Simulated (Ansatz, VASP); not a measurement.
**Al: VASP beside Ansatz**

```
Al
1.0
     1.75010    1.01042    3.24535
    -1.75010    1.01042    3.24535
     0.00000   -2.02084    3.24535
Al
2
Direct
  0.22754 0.22754 0.22754
  0.77246 0.77246 0.77246
```

Alike in both runs: task relaxation of cell and atoms; functional PBEsol; k mesh 6 × 6 × 6; occupations gaussian, width 0.1 eV; no spin polarisation.

|  | VASP | Ansatz |
| --- | --- | --- |
| version | VASP 6.6.1 | Ansatz 0.2.0 |
| potentials or method | VASP PAW PBE potentials, release 64 (Al), cutoff 600 eV | scalar-relativistic, plane waves, PAW |
| valence electrons in the cell | 6 | 6 |

|  | VASP | Ansatz | Ansatz less VASP |
| --- | --- | --- | --- |
| gap on the k mesh at the Fermi level, each at its own relaxed structure (eV) | none | none | - |
| relaxed volume (Å³/atom) | 16.20 | 16.15 | -0.044 |
| relaxed cell length with the largest relative difference (Å) | 5.004 | 4.935 | -0.0695 |

VASP's potentials were made for PBE, not for PBEsol. A gap of «none» marks a metal or a gap that the smearing closes.

The k mesh is coarse, so the values compare programs but aren't converged.
